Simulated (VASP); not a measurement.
Write the native input for VASP 6.6.1 that does the following.

* Task: single point
* Functional: PBEsol
* Potentials or basis: VASP PAW PBE potentials, release 64 (As)
* Cutoff: 520 eV
* k mesh: 14 × 14 × 14
* Occupations: tetrahedron
* Spin: collinear spin, ferromagnetic start
* Starting moments: [2.0] μB
* Dipole correction: no
* Further INCAR settings: ALGO = Normal; EDIFF = 1e-06; NBANDS = 12

The structure of As lies in POSCAR:

```
As
1.0
    2.6935605239      0.0000000000      0.0000000000
    0.0000000000      2.6935605239      0.0000000000
    0.0000000000      0.0000000000      2.6935605239
As
1
Direct
    0.0000000000      0.0000000000      0.0000000000
```

The input as run:

INCAR

```
SYSTEM = As
PREC = Accurate ; ENCUT = 520
EDIFF = 1E-6 ; ISMEAR = -4
SIGMA = 0.1 ; LREAL = .False.
LASPH = .True. ; NELM = 150
ALGO = Normal ; ISIF = 2
LWAVE = .False. ; LCHARG = .False.
ISPIN = 2 ; MAGMOM = 2
LORBIT = 11 ; GGA = PS
NBANDS = 12
```

KPOINTS

```
regular mesh
0
Gamma
  14 14 14
  0 0 0
```

Potentials or basis: VASP PAW PBE potentials, release 64 (As).

The run is started by

```bash
$ cat potpaw_PBE.64/As/POTCAR > POTCAR
$ mpirun -np 1 vasp_std > vasp.out
```

Results of the run:

- Pressure: 0.3 GPa
- Net moment: 0.00 μB per cell
- Valence electrons inside the program's atomic spheres: As 2.69

Caveat: the PAW data sets were made with another functional, which shifts forces and pressure a little.

It took 65 s on 1 thread of AMD EPYC 7571 (shared host), peak memory 0.13 GiB.
